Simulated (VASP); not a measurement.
A run of VASP 6.6.1:

The input INCAR:

```
SYSTEM = Gd
PREC = Accurate ; ENCUT = 520
EDIFF = 1E-6 ; ISMEAR = -1
SIGMA = 0.1 ; LREAL = .False.
LASPH = .True. ; NELM = 150
ALGO = Normal ; ISIF = 2
LWAVE = .False. ; LCHARG = .False.
ISPIN = 2 ; MAGMOM = 7 7
LORBIT = 11 ; LMAXMIX = 6
GGA = PE ; NBANDS = 29
```

Contents of KPOINTS:

```
regular mesh
0
Gamma
  9 9 5
  0 0 0
```

File POSCAR:

```
Gd
1.0
    3.6360000000      0.0000000000      0.0000000000
   -1.8180000000      3.1488680000      0.0000000000
    0.0000000000      0.0000000000      5.7826000000
Gd
2
Direct
    0.3333333333      0.6666666667      0.2500000000
    0.6666666667      0.3333333333      0.7500000000
```

Potentials or basis: VASP PAW PBE potentials, release 64 (Gd).

Command:

```console
$ cat potpaw_PBE.64/Gd/POTCAR > POTCAR
$ mpirun -np 1 vasp_std > vasp.out
```

Hardware: 1 thread of Intel(R) Xeon(R) Platinum 8259CL CPU @ 2.50GHz (Skylake/Cascade Lake) (shared host).

Q: Estimate the wall time of this run.

A: Wall time 7.8 min on 1 thread of Intel(R) Xeon(R) Platinum 8259CL CPU @ 2.50GHz (Skylake/Cascade Lake), with other jobs on the host, peak memory 0.29 GiB. Counts: scf iterations 38, k points 36.
